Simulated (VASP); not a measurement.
Wanted: the native input for a VASP 6.6.1 run.

| Property | Result |
| --- | --- |
| Task | single point |
| Functional | PBE |
| Potentials or basis | VASP PAW PBE potentials, release 64 (V_sv) |
| Cutoff | 520 eV |
| k mesh | 20 × 20 × 20 |
| Occupations | gaussian, width 0.05 eV |
| Spin | no spin polarisation |
| Dipole correction | no |
| k mesh for the DOS | 30 × 30 × 30 |
| Occupations for the DOS | tetrahedron |
| Further INCAR settings | ALGO = Normal; EDIFF = 1e-06 |

V:

```xyz
1
Lattice="-1.4984 1.4984 1.4984 1.4984 -1.4984 1.4984 1.4984 1.4984 -1.4984" Properties=species:S:1:pos:R:3 pbc="T T T"
V     0.0000    0.0000    0.0000
```

The input as run:

POSCAR

```
V
1.0
   -1.4983851310      1.4983851310      1.4983851310
    1.4983851310     -1.4983851310      1.4983851310
    1.4983851310      1.4983851310     -1.4983851310
V
1
Direct
    0.0000000000      0.0000000000      0.0000000000
```

INCAR.step1

```
  PREC = Accurate
  ENCUT = 520
  EDIFF = 1E-6
  ISMEAR = 0
  SIGMA = 0.05
  LREAL = F
  LASPH = T
  NELM = 80
  ALGO = Normal
  ISIF = 2
  LWAVE = F
  LCHARG = T
  LMAXMIX = 4
  GGA = PE
  NBANDS = 12
```

KPOINTS.step1

```
regular mesh
0
Gamma
  20 20 20
```

INCAR.step2

```
  PREC = Accurate
  ENCUT = 520
  EDIFF = 1E-6
  ISMEAR = -5
  SIGMA = 0.05
  LREAL = F
  LASPH = T
  NELM = 80
  ALGO = Normal
  ISIF = 2
  LWAVE = F
  LCHARG = F
  LMAXMIX = 4
  GGA = PE
  LORBIT = 11
  NEDOS = 2001
  ICHARG = 11
```

KPOINTS.step2

```
regular mesh
0
Gamma
  30 30 30
```

Potentials or basis: VASP PAW PBE potentials, release 64 (V_sv).

The run is started by

```sh
$ cat potpaw_PBE.64/V_sv/POTCAR > POTCAR
$ cp INCAR.step1 INCAR
$ cp KPOINTS.step1 KPOINTS
$ mpirun -np 1 vasp_std > vasp.out
$ cp INCAR.step2 INCAR
$ cp KPOINTS.step2 KPOINTS
$ mpirun -np 1 vasp_std > vasp.out
```

Results of the run:

```json
{
 "Valence electrons inside the program's atomic spheres": "V 11.65"
}
```

It took 2.3 min on 1 thread of Intel Xeon 8259CL (shared host), peak memory 0.27 GiB.
